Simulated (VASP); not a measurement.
The system is LiBeS3.

```
Li Be S
1.0
     4.06577    0.00000    0.00000
     0.00000    4.06577    0.00000
     0.00000    0.00000    5.35288
Li Be S
1 1 3
Direct
  0.50000 0.50000 0.69522
  0.00000 0.00000 0.97332
  0.50000 0.00000 0.19528
  0.00000 0.50000 0.19528
  0.00000 0.00000 0.54911
```

- Program: VASP 6.6.1
- Task: relaxation of cell and atoms
- Functional: PBE
- Potentials or basis: VASP PAW PBE potentials, release 64 (Li_sv, Be, S)
- Cutoff: 600 eV
- k mesh: 4 × 4 × 4
- Occupations: gaussian, width 0.1 eV
- Spin: no spin polarisation

At the start: pressure -4.3 GPa; volume 17.70 Å³/atom.

Q: How do energy, volume and symmetry change on relaxing?

A: Over 38 steps the energy falls by 445.7 meV/atom and the volume is 18.13 Å³/atom (+2.5 %); space group P4mm (No. 99, to 0.05 Å).

Step by step:
```
step  energy change (eV)  largest force (eV/Å)  pressure (GPa)  volume (Å³)
   1              0.0000                3.1737           -4.29        88.49
   2             -0.6383                1.8754           -0.81        82.56
   3             -0.7424                0.6863            3.11        78.99
   4             -0.7478                0.5293            2.19        79.69
   5             -0.9484                0.4993            1.24        81.08
   6             -1.3834                1.6924            1.03        84.71
   7             -0.7933                4.4301           10.12        89.64
   8             -1.3601                2.5504            3.99        86.82
   9             -1.4569                2.5968            3.59        88.11
  10             -1.6837                2.6151            2.79        91.83
  11             -1.8947                2.3445            2.13        98.67
  12             -1.8988                2.2741            2.06        99.91
  13             -2.0196                1.5950            0.93       101.15
  14             -2.1140                0.7078           -0.80       103.89
  15             -2.1151                0.6004           -0.67       103.61
  16             -2.1385                0.4232           -0.72       103.20
  17             -2.1636                0.1607           -0.77       102.14
  18             -2.1728                0.1742           -0.24       100.84
  19             -2.1758                0.3550            0.26        99.68
  20             -2.1856                0.2859            0.20        99.06
  21             -2.2049                0.1058            0.01        97.20
  22             -2.2031                0.1838           -0.27        93.41
  23             -2.2105                0.1156           -0.09        95.43
  24             -2.2127                0.1165           -0.03        94.93
  25             -2.2146                0.1211            0.16        93.43
  26             -2.2148                0.1197            0.13        93.75
  27             -2.2161                0.1175            0.11        93.57
  28             -2.2185                0.2009            0.08        93.05
  29             -2.2165                0.4533            0.06        92.00
  30             -2.2188                0.2712            0.07        92.75
  31             -2.2202                0.2402            0.01        92.61
  32             -2.2230                0.1472           -0.18        92.19
  33             -2.2237                0.1969           -0.52        91.34
  34             -2.2242                0.1269           -0.38        91.67
  35             -2.2257                0.1001           -0.14        91.14
  36             -2.2264                0.0674            0.18        90.44
  37             -2.2271                0.0607            0.16        90.49
  38             -2.2285                0.0392            0.07        90.66
```

Final structure:
```
CELL_PARAMETERS angstrom
3.60776 0.00000 0.00000
0.00000 3.60776 0.00000
0.00000 0.00000 6.96558
ATOMIC_POSITIONS crystal
Li 0.50000 0.50000 0.65024
Be 0.00000 0.00000 0.96067
S 0.50000 0.00000 0.15786
S 0.00000 0.50000 0.15786
S 0.00000 0.00000 0.68158
```

Caveat: the k points lie up to 0.44 Å⁻¹ apart in the final cell; the cutoff is under 1.25 times the usual one of these potentials, so pressure, stress and relaxed cells hold a basis-set (Pulay) error.
